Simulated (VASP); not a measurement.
SmIrF:

```
CELL_PARAMETERS angstrom
3.31168 0.00000 0.00000
0.00000 3.31168 0.00000
0.00000 0.00000 4.80956
ATOMIC_POSITIONS crystal
Sm 0.00000 0.00000 0.00000
Ir 0.50000 0.50000 0.50000
F 0.50000 0.50000 0.00000
```

The cell was built from a structure type or drawn by symmetry, and may not be a known phase.

- Program: VASP 6.6.1
- Task: relaxation of cell and atoms
- Functional: PBE
- Potentials or basis: VASP PAW PBE potentials, release 64 (Sm_3, Ir, F), 4f in core
- Cutoff: 600 eV
- k mesh: 14 × 14 × 10
- Occupations: gaussian, width 0.1 eV
- Spin: collinear spin
- Starting moments: [0.0, -0.17, 0.0] μB

At the start: pressure 0.6 GPa; volume 17.58 Å³/atom.

**Question.** How do energy, volume and symmetry change on relaxing?

**Answer.** Over 7 steps the energy falls by 7.8 meV/atom and the volume is 17.56 Å³/atom (-0.1 %); space group P4/mmm (No. 123, to 0.1 Å) before and after; moment 0.00 μB per cell.

Step by step:
```
step  energy change (eV)  largest force (eV/Å)  pressure (GPa)  volume (Å³)
   1              0.0000                0.0000            0.63        52.75
   2             -0.0134                0.0000           -0.81        53.27
   3             -0.0162                0.0000           -1.79        53.66
   4             -0.0225                0.0000           -0.73        53.05
   5             -0.0226                0.0000           -0.59        52.97
   6             -0.0235                0.0000           -0.12        52.75
   7             -0.0235                0.0000           -0.01        52.69
```

Final structure:
```
Sm Ir F
1.0
     3.36538    0.00000    0.00000
     0.00000    3.36538    0.00000
     0.00000    0.00000    4.65265
Sm Ir F
1 1 1
Direct
  0.00000 0.00000 0.00000
  0.50000 0.50000 0.50000
  0.50000 0.50000 0.00000
```

Caveat: the magnetic or orbital state may not be the lowest.
